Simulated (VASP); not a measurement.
# AlN (P6_3mc) in VASP: notebook

The runs below take AlN through single point, with r2SCAN.

Program: VASP 6.6.1. These are calculated values, not measurements. Logs are shortened: lines on timing, memory, paths and dates and some standing lists are left out, and cuts for length are marked.

## (1) The cell of the first run

Symmetry: P6_3mc, No. 186, hexagonal system. The conventional cell has a = 3.280 Å, b = 3.280 Å, c = 4.467 Å, α = 90.00°, β = 90.00°, γ = 120.00°. Within 2.3 Å of Al (site symmetry 3m) lie 4 N at 1.70 to 1.97 Å. Within 2.3 Å of N (site symmetry 3m) lie 4 Al at 1.70 to 1.97 Å.

## (2) Single point, r2SCAN

Contents of POSCAR:

```
AlN
1.0
    3.2796046744      0.0000000000      0.0000000000
   -1.6398023372      2.8402209624      0.0000000000
    0.0000000000      0.0000000000      4.4672078551
Al N
2 2
Direct
    0.3333333333      0.6666666667      0.0016929024
    0.6666666667      0.3333333333      0.5016929024
    0.3333333333      0.6666666667      0.3833070976
    0.6666666667      0.3333333333      0.8833070976
```

Contents of INCAR.step1:

```
ALGO = Normal
EDIFF = 1E-4
ENCUT = 520
GGA = PE
ISMEAR = 0
LASPH = T
LCHARG = F
LREAL = F
LWAVE = T
NBANDS = 16
NELM = 100
PREC = Accurate
SIGMA = 0.05
```

Contents of INCAR.step2:

```
ALGO = Normal
EDIFF = 1E-6
ENCUT = 520
ISIF = 2
ISMEAR = 0
ISTART = 1
LASPH = T
LCHARG = F
LMIXTAU = T
LREAL = F
LWAVE = F
METAGGA = R2SCAN
NBANDS = 16
NELM = 100
PREC = Accurate
SIGMA = 0.05
```

Contents of KPOINTS:

```
k-points
0
Gamma
  12 12 6
```

Potentials or basis: VASP PAW PBE potentials, release 64 (Al, N).

The run is started by

```console
$ cat potpaw_PBE.64/Al/POTCAR potpaw_PBE.64/N/POTCAR > POTCAR
$ cp INCAR.step1 INCAR
$ mpirun -np 1 vasp_std > vasp.out
$ cp INCAR.step2 INCAR
$ mpirun -np 1 vasp_std > vasp.out
```

OUTCAR:

```text
EDIFF = 1E-6
   ENCUT = 520
   ISIF = 2
   ISMEAR = 0
   ISTART = 1
   LASPH = T
   LREAL = F
   METAGGA = R2SCAN
   NELM = 100
   PREC = Accurate

 ion  position               nearest neighbor table
   1  0.333  0.667  0.002-   3 1.70   4 1.97   4 1.97   4 1.97   2 2.93   2 2.93   2 2.93   2 2.93
                             2 2.93   2 2.93
   2  0.667  0.333  0.502-   4 1.70   3 1.97   3 1.97   3 1.97   1 2.93   1 2.93   1 2.93   1 2.93
                             1 2.93   1 2.93
   3  0.333  0.667  0.383-   1 1.70   2 1.97   2 1.97   2 1.97
   4  0.667  0.333  0.883-   2 1.70   1 1.97   1 1.97   1 1.97

  LATTYP: Found a hexagonal cell.
 ALAT       =     3.2796046744
 C/A-ratio  =     1.3621177851

  Lattice vectors:

 A1 = (   3.2796046744,   0.0000000000,   0.0000000000)
 A2 = (  -1.6398023372,   2.8402209624,   0.0000000000)
 A3 = (   0.0000000000,   0.0000000000,   4.4672078551)

Analysis of symmetry for initial positions (statically):
=====================================================================
 Subroutine PRICEL returns:
 Original cell was already a primitive cell.

 Routine SETGRP: Setting up the symmetry group for a
 hexagonal supercell.

 Subroutine GETGRP returns: Found 12 space group operations
 (whereof  6 operations were pure point group operations)
 out of a pool of 24 trial point group operations.

The static configuration has the point symmetry C_3v.
 The point group associated with its full space group is C_6v.

Analysis of symmetry for dynamics (positions and initial velocities):
=====================================================================
 Subroutine PRICEL returns:
 Original cell was already a primitive cell.

 Routine SETGRP: Setting up the symmetry group for a
 hexagonal supercell.

 Subroutine GETGRP returns: Found 12 space group operations
 (whereof  6 operations were pure point group operations)
 out of a pool of 24 trial point group operations.

The dynamic configuration has the point symmetry C_3v.
 The point group associated with its full space group is C_6v.

 Subroutine INISYM returns: Found 12 space group operations
 (whereof  6 operations are pure point group operations),
 and found     1 'primitive' translations

----------------------------------------------------------------------------------------

                                     Primitive cell

  volume of cell :      41.6112

  direct lattice vectors                    reciprocal lattice vectors
     3.279604674  0.000000000  0.000000000     0.304914799  0.176042641  0.000000000
    -1.639802337  2.840220962  0.000000000     0.000000000  0.352085283  0.000000000
     0.000000000  0.000000000  4.467207855     0.000000000  0.000000000  0.223853475

  length of vectors
     3.279604674  3.279604674  4.467207855     0.352085283  0.352085283  0.223853475

  position of ions in fractional coordinates (direct lattice)
     0.333333333  0.666666667  0.001692902
     0.666666667  0.333333333  0.501692902
     0.333333333  0.666666667  0.383307098
     0.666666667  0.333333333  0.883307098

  ion indices of the primitive-cell ions
   primitive index   ion index
                 1           1
                 2           2
                 3           3
                 4           4

----------------------------------------------------------------------------------------

 KPOINTS: k-points

Automatic generation of k-mesh.
 Grid dimensions read from file:
 generate k-points for:   12   12    6

 Generating k-lattice:

  Cartesian coordinates                     Fractional coordinates (reciprocal lattice)
     0.025409567  0.014670220  0.000000000     0.083333333 -0.000000000  0.000000000
     0.000000000  0.029340440  0.000000000     0.000000000  0.083333333  0.000000000
     0.000000000  0.000000000  0.037308912     0.000000000  0.000000000  0.166666667

  Length of vectors
     0.029340440  0.029340440  0.037308912

  Shift w.r.t. Gamma in fractional coordinates (k-lattice)
     0.000000000  0.000000000  0.000000000

 Subroutine IBZKPT returns following result:
 ===========================================

 Found     76 irreducible k-points:

 Following reciprocal coordinates:
            Coordinates               Weight
  0.000000  0.000000  0.000000      1.000000
  0.083333  0.000000  0.000000      6.000000
  0.166667  0.000000  0.000000      6.000000
  0.250000  0.000000  0.000000      6.000000
  0.333333 -0.000000  0.000000      6.000000
  0.416667 -0.000000  0.000000      6.000000
[... 16 lines left out ...]
  0.250000  0.000000  0.166667     12.000000
  0.333333 -0.000000  0.166667     12.000000
 [... further k-points ...]
   k-points           NKPTS =     76   k-points in BZ     NKDIM =     76   number of bands    NBANDS=     16
   number of dos      NEDOS =    301   number of ions     NIONS =      4
   total plane-waves  NPLWV =  20736
   dimension x,y,z NGX =    24 NGY =   24 NGZ =   36
   dimension x,y,z NGXF=    48 NGYF=   48 NGZF=   72
   ions per type =               2   2
   NGX,Y,Z   is equivalent  to a cutoff of  12.17, 12.17, 13.40 a.u.
   NGXF,Y,Z  is equivalent  to a cutoff of  24.33, 24.33, 26.79 a.u.
 SYSTEM =  unknown system
   PREC   = accura    normal or accurate (medium, high low for compatibility)
   ISTART =      1    job   : 0-new  1-cont  2-samecut
   ICHARG =      0    charge: 1-file 2-atom 10-const
   ISPIN  =      1    spin polarized calculation?
   LNONCOLLINEAR =      F non collinear calculations
   LSORBIT =      F    spin-orbit coupling
   LASPH  =      T    aspherical Exc in radial PAW
   ENCUT  =  520.0 eV  38.22 Ry    6.18 a.u.   6.10  6.10  8.31*2*pi/ulx,y,z
   NELM   =    100;   NELMIN=  2; NELMDL=  0     # of ELM steps
   EDIFF  = 0.1E-05   stopping-criterion for ELM
   LREAL  =      F    real-space projection
   EDIFFG = 0.1E-04   stopping-criterion for IOM
   NSW    =      0    number of steps for IOM
   IBRION =     -1    ionic relax: 0-MD 1-quasi-New 2-CG
   NFREE  =      0    steps in history (QN), initial steepest desc. (CG)
   ISIF   =      2    stress and relaxation
   ISYM   =      2    0-nonsym 1-usesym 2-fastsym
   POTIM  = 0.5000    time-step for ionic-motion
   TEBEG  =    0.0;   TEEND  =   0.0 temperature during run
   PSTRESS=    0.0 pullay stress
   NELECT =      16.0000    total number of electrons
   NUPDOWN=      -1.0000    fix difference up-down
   EMIN   =  10.00;   EMAX   =-10.00  energy-range for DOS
   EFERMI =   0.00;   METHOD = LEGACY
   ISMEAR =     0;   SIGMA  =   0.05  broadening in eV -4-tet -1-fermi 0-gaus
   EFERMI_NEDOS =   21; number of points for ismear=-14 and -15
   IALGO  =     38    algorithm
   IMIX   =      4    mixing-type and parameters
     AMIX     =   0.40;   BMIX     =  1.00
     AMIX_MAG =   1.60;   BMIX_MAG =  1.00
  volume/ion in A,a.u.               =      10.40        70.20
  Fermi-wavevector in a.u.,A,eV,Ry     =   1.190451  2.249626 19.281821  1.417174
  Thomas-Fermi vector in A             =   2.326535
   LORBIT       =      0    0 simple, 1 ext, 2 COOP (PROOUT), +10 PAW based schemes
   METAGGA = R2SCAN    functional components
   LHFCALC =     F    Hartree Fock is set to
   AEXX    =    0.0000 exact exchange contribution
   IVDW    =     0    specifies the selected vdW correction
   LEPSILON=     F    determine dielectric tensor
   LRPA    =     F    only Hartree local field effects (RPA)
 non-spin polarized calculation
 Gauss-broadening in eV      SIGMA  =   0.05
  energy-cutoff  :      520.00
  volume of cell :       41.61
 maximum number of plane-waves:      1134
   NGX = 13   NGY = 13   NGZ = 17

 number of electron      15.9999999 magnetization

 Free energy of the ion-electron system (eV)
  ---------------------------------------------------
  ext. energy  EPLUGINS =         0.00000000
  ---------------------------------------------------
  free energy    TOTEN  =       -37.43353883 eV

  energy without entropy =      -37.43353883  energy(sigma->0) =      -37.43353883

 E-fermi :   6.4946     XC(G=0): -11.4037

 val. band max:        6.2093336986   @ k =   0.0000   0.0000   0.0000
 cond. band min:      10.6666200834   @ k =   0.0000   0.0000   0.0000
 fundamental gap:      4.4572863848
 Fermi energy:         6.4946468017

 k-point     1 :       0.0000    0.0000    0.0000
  band No.  band energies     occupation
      1     -10.1257      2.00000
      2      -7.3075      2.00000
      3       0.3774      2.00000
      4       4.3628      2.00000
      5       4.3628      2.00000
      6       5.5852      2.00000
[... 8 lines left out ...]
     15      19.4614      0.00000
     16      20.3280      0.00000

 k-point     2 :       0.0833    0.0000    0.0000
  band No.  band energies     occupation
      1     -10.0481      2.00000
      2      -7.2890      2.00000
      3       0.4675      2.00000
      4       4.0217      2.00000
      5       4.2424      2.00000
      6       5.1957      2.00000
[... 8 lines left out ...]
     15      19.5488      0.00000
     16      19.7718      0.00000

 k-point     3 :       0.1667    0.0000    0.0000
  band No.  band energies     occupation
      1      -9.8223      2.00000
      2      -7.2462      2.00000
      3       0.7320      2.00000
      4       3.1828      2.00000
      5       3.9598      2.00000
      6       4.4365      2.00000
[... 8 lines left out ...]
     15      18.9961      0.00000
     16      19.5119      0.00000

 k-point     4 :       0.2500    0.0000    0.0000
  band No.  band energies     occupation
      1      -9.4702      2.00000
      2      -7.2161      2.00000
      3       1.1484      2.00000
      4       2.2089      2.00000
      5       3.6395      2.00000
      6       3.6473      2.00000
[... 8 lines left out ...]
     15      18.7113      0.00000
     16      19.6359      0.00000
[... 324 lines left out ...]
 k-point    22 :       0.1667    0.0000    0.1667
  band No.  band energies     occupation
      1      -9.6889      2.00000
      2      -7.4807      2.00000
      3       0.9664      2.00000
      4       3.3716      2.00000
      5       4.0545      2.00000
      6       4.1212      2.00000
[... 8 lines left out ...]
     15      19.2483      0.00000
     16      19.5618      0.00000

 k-point    23 :       0.2500    0.0000    0.1667
  band No.  band energies     occupation
      1      -9.3463      2.00000
      2      -7.4037      2.00000
      3       1.0565      2.00000
      4       2.5961      2.00000
      5       3.3762      2.00000
      6       3.7455      2.00000
[... 8 lines left out ...]
     15      19.2748      0.00000
     16      19.7549      0.00000

 k-point    24 :       0.3333   -0.0000    0.1667
  band No.  band energies     occupation
      1      -8.9275      2.00000
      2      -7.3779      2.00000
      3       0.8248      2.00000
      4       2.1618      2.00000
      5       2.9280      2.00000
      6       3.4790      2.00000
[... 8 lines left out ...]
     15      19.9798      0.00000
     16      20.1716      0.00000

 [... further k-points ...]
[... 5 lines left out ...]
  --------------------------------------------------------------------------------------
  -------------------------------------------------------------------------------------
  Total       -4.9883241     -4.9883241     14.4105809      0.0000000      0.0000000      0.0000000
  in kB     -192.0681954   -192.0681954    554.8585513      0.0000000      0.0000000      0.0000000
  external PRESSURE =      56.9073868 kB  Pullay stress =       0.0000000 kB

 VOLUME and BASIS-vectors are now :
 -----------------------------------------------------------------------------
  energy-cutoff  :      520.00
  volume of cell :       41.61
      direct lattice vectors                 reciprocal lattice vectors
     3.279604674  0.000000000  0.000000000     0.304914799  0.176042641  0.000000000
    -1.639802337  2.840220962  0.000000000     0.000000000  0.352085283  0.000000000
     0.000000000  0.000000000  4.467207855     0.000000000  0.000000000  0.223853475

 POSITION                                       TOTAL-FORCE (eV/Angst)
 -----------------------------------------------------------------------------------
     -0.00000      1.89348      0.00756        -0.000000     -0.000000     -3.641117
      1.63980      0.94674      2.24117         0.000000      0.000000     -3.641117
     -0.00000      1.89348      1.71231        -0.000000      0.000000      3.641117
      1.63980      0.94674      3.94592         0.000000      0.000000      3.641117
 -----------------------------------------------------------------------------------
    total drift:                                0.000000      0.000000      0.000697

  FREE ENERGIE OF THE ION-ELECTRON SYSTEM (eV)
  ---------------------------------------------------
  free  energy   TOTEN  =       -37.4335388328 eV

  energy  without entropy=      -37.4335388328  energy(sigma->0) =      -37.43353883
```

Run time: 82 s. Hardware: 1 thread of AMD EPYC 9R45 (Zen 5), shared host; peak memory 0.15 GiB.

What came out:

| Property | Result |
| --- | --- |
| Free energy | -37.4335 eV |
| Pressure | 5.7 GPa |
| Largest force | 3.641 eV/Å |
| Band gap on the k mesh | 4.46 eV, direct |

Forces on the atoms (eV/Å):
```
Al   0.000  0.000 -3.641
Al   0.000  0.000 -3.641
N    0.000  0.000  3.641
N    0.000  0.000  3.641
```

Caveat: the PAW data sets were made with another functional, which shifts forces and pressure a little. A k mesh can miss the band edges.

(Part 1 of 2 ends here.)
